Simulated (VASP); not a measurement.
Write the native input for VASP 6.6.1 that does the following.

```
Task                               : single point
Functional                         : PBE-based screened hybrid with 20 % exact exchange
Potentials or basis                : VASP PAW PBE potentials, release 64 (Cd, Se)
Cutoff                             : 520 eV
k mesh                             : 4 × 4 × 4
Occupations                        : fermi-dirac, width 0.02 eV
Spin                               : no spin polarisation
Dipole correction                  : no
Grid for exact exchange (PRECFOCK) : Normal
Share of exact exchange            : 0.2
Further INCAR settings             : ALGO = Normal; EDIFF = 1e-06; NBANDS = 16
Screening parameter                : 0.2078 1/Å
```

The system is CdSe.

```
CELL_PARAMETERS angstrom
3.53310 0.00000 0.00000
0.00000 3.53310 0.00000
0.00000 0.00000 3.53310
ATOMIC_POSITIONS crystal
Cd 0.00000 0.00000 0.00000
Se 0.50000 0.50000 0.50000
```

One way to write it, as run:

POSCAR

```
CdSe
1.0
    3.5331017334      0.0000000000      0.0000000000
    0.0000000000      3.5331017334      0.0000000000
    0.0000000000      0.0000000000      3.5331017334
Cd Se
1 1
Direct
    0.0000000000      0.0000000000      0.0000000000
    0.5000000000      0.5000000000      0.5000000000
```

INCAR.step1

```
SYSTEM = CdSe
PREC     = Accurate       ! precision mode
ENCUT    = 520            ! plane-wave cutoff, eV
EDIFF    = 1E-5           ! SCF threshold, eV
ISMEAR   = -1             ! smearing method
SIGMA    = 0.02           ! smearing width, eV
LREAL    = .False.        ! projectors in reciprocal space
LASPH    = .True.         ! aspherical terms in the spheres
NELM     = 80             ! most SCF steps
ALGO     = Normal         ! electronic algorithm
ISIF     = 2              ! what is computed and relaxed
LWAVE    = .True.         ! write WAVECAR
GGA      = PE             ! functional
NBANDS   = 16             ! bands
```

INCAR.step2

```
SYSTEM = CdSe
PREC     = Accurate       ! precision mode
ENCUT    = 520            ! plane-wave cutoff, eV
EDIFF    = 1E-6           ! SCF threshold, eV
ISMEAR   = -1             ! smearing method
SIGMA    = 0.02           ! smearing width, eV
LREAL    = .False.        ! projectors in reciprocal space
LASPH    = .True.         ! aspherical terms in the spheres
NELM     = 80             ! most SCF steps
ALGO     = Normal         ! electronic algorithm
ISIF     = 2              ! what is computed and relaxed
LWAVE    = .False.        ! write WAVECAR
LCHARG   = .True.         ! write CHGCAR
GGA      = PE             ! functional
LHFCALC  = .True.         ! exact exchange
AEXX     = 0.2            ! exact-exchange fraction
HFSCREEN = 0.2078         ! screening, 1/A
PRECFOCK = Normal       
LELF     = .True.         ! ELF
LVHAR    = .True.       
ISTART   = 1            
NBANDS   = 16             ! bands
```

KPOINTS

```
regular mesh
0
Gamma
  4 4 4
  0 0 0
```

Potentials or basis: VASP PAW PBE potentials, release 64 (Cd, Se).

Command:

```bash
$ cat potpaw_PBE.64/Cd/POTCAR potpaw_PBE.64/Se/POTCAR > POTCAR
$ cp INCAR.step1 INCAR
$ mpirun -np 1 vasp_std > vasp.out
$ cp INCAR.step2 INCAR
$ mpirun -np 1 vasp_std > vasp.out
```

Results of the run:

* Pressure: 0.2 GPa
* Band gap on the k mesh: zero (bands 9 and 10 overlap by 1.26 eV)

Caveat: the k points lie up to 0.44 Å⁻¹ apart, too coarse for converged energies and pressures of a metal; the structure was generated, so it needn't be the stable form of CdSe; the PAW data sets were made with another functional, which shifts forces and pressure a little.

Run time: 2.6 min on 1 thread of Intel(R) Xeon(R) 6975P-C (Granite Rapids), with other jobs on the host, peak memory 0.27 GiB.
